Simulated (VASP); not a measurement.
A run of VASP 6.6.1:

Contents of INCAR:

```
SYSTEM = Sn
  ALGO = Fast
  EDIFF = 1E-6
  ENCUT = 520
  GGA = PS
  ISIF = 2
  ISMEAR = 0
  LASPH = .True.
  LCHARG = .True.
  LELF = .True.
  LREAL = .False.
  LVHAR = .True.
  LWAVE = .False.
  NBANDS = 13
  NELM = 100
  PREC = Accurate
  SIGMA = 0.15
```

Contents of KPOINTS:

```
k-points
0
Gamma
  20 20 20
  0 0 0
```

File POSCAR:

```
Sn
1.0
   -2.1872157555      2.1872157555      1.4216902411
    2.1872157555     -2.1872157555      1.4216902411
    2.1872157555      2.1872157555     -1.4216902411
Sn
1
Direct
    0.0000000000      0.0000000000      0.0000000000
```

Potentials or basis: VASP PAW PBE potentials, release 64 (Sn_d).

Command:

```console
$ cat potpaw_PBE.64/Sn_d/POTCAR > POTCAR
$ mpirun -np 1 vasp_std > vasp.out
```

Hardware: 1 thread of Intel(R) Xeon(R) Platinum 8488C (Sapphire Rapids) (shared host).

Task: Estimate the wall time of this run.

Result: Run time: 3 min on 1 thread of Intel(R) Xeon(R) Platinum 8488C (Sapphire Rapids), with other jobs on the host, peak memory 0.33 GiB. Counts: scf iterations 12, k points 641.
